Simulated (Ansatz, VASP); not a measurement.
**C: VASP beside Ansatz**

```
C
1.0
     3.56680    0.00000    0.00000
     0.00000   -3.56680    0.00000
     0.00000    0.00000   -3.56680
C
8
Cartesian
  1.9736 0.2305 0.2698
  -0.0087 -1.6721 -0.1206
  -0.0319 0.0516 -1.8435
  1.7392 -2.0764 -1.7057
  2.7979 -2.6676 -2.7512
  0.9999 -0.8315 -2.7053
  0.4903 -2.7915 -0.9997
  2.7401 -0.9434 -0.8442
```

Change from the starting cell: all atoms moved at random (sigma 0.15 Å a component).

Alike in both runs: task single point; functional r2SCAN; k mesh 6 × 6 × 6; occupations gaussian, width 0.05 eV; no spin polarisation.

|  | VASP | Ansatz |
| --- | --- | --- |
| version | VASP 6.6.1 | Ansatz 0.2.0 |
| potentials or method | VASP PAW PBE potentials, release 64 (C), cutoff 660 eV | scalar-relativistic, plane waves, PAW |
| valence electrons in the cell | 32 | 32 |

```csv
,VASP,Ansatz,Ansatz less VASP
gap on the k mesh at the Fermi level (eV),0.22,0.22,+0.001
least direct gap on the mesh (eV),0.22,0.22,+0.001
rms of the force components (eV/Å),8.712,8.654,-0.0583
```

VASP's potentials were made for PBE, not for r2SCAN. Atom by atom the forces differ by 0.067 eV/Å (rms over components). The functional is the same, so the differences come from potentials, cutoffs and numerics.
